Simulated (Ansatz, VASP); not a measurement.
## One calculation of Mg5ZnS6, two programs

```
Mg Zn S
1.0
     0.00000    0.00096    6.46533
     6.95784    0.00053   -0.00005
    -3.47846    6.02855    0.00087
Mg Zn S
5 1 6
Direct
  0.00220 0.00018 0.66985
  0.00228 0.67013 0.99976
  0.00243 0.33006 0.32981
  0.50238 0.33313 0.66693
  0.50228 0.66653 0.33336
  0.50485 0.99995 0.00022
  0.38482 0.99964 0.67715
  0.38493 0.67688 0.00002
  0.38503 0.32282 0.32326
  0.88421 0.33350 0.66646
  0.87039 0.00031 0.99992
  0.88421 0.66687 0.33325
```

Change from the starting cell: cell x1, atoms moved at random (sigma 0.1 Å) and cell strained at random (1.5 %), then relaxed without symmetry.

Alike in both runs: functional PBE; k mesh 2 × 3 × 3; occupations gaussian, width 0.1 eV; no spin polarisation.

Ansatz relaxed the structure, and its values are those at the end. VASP's run is a single point on that final structure, the one shown.

|  | VASP | Ansatz |
| --- | --- | --- |
| version | VASP 6.6.1 | Ansatz 0.2.0 |
| potentials or method | VASP PAW PBE potentials, release 64 (Mg, Zn, S), cutoff 520 eV | scalar-relativistic, plane waves, PAW |
| valence electrons in the cell | 58 | 98 |

VASP gave:

- gap on the k mesh at the Fermi level (eV): 3.13
- least direct gap on the mesh (eV): 3.13
- pressure (GPa): -0.1
- rms of the force components (eV/Å): 0.010

**Question.** Estimate Ansatz's values.

**Answer.** gap on the k mesh at the Fermi level (eV): 3.13; least direct gap on the mesh (eV): 3.13; pressure (GPa): 0.0; rms of the force components (eV/Å): 0.007.

The functional is the same, so the differences come from potentials, cutoffs and numerics. VASP's potentials hold 58 valence electrons a cell and Ansatz's 98, so a difference there can come from the potentials and not from the codes.

The k mesh is coarse, so the values compare programs but aren't converged.
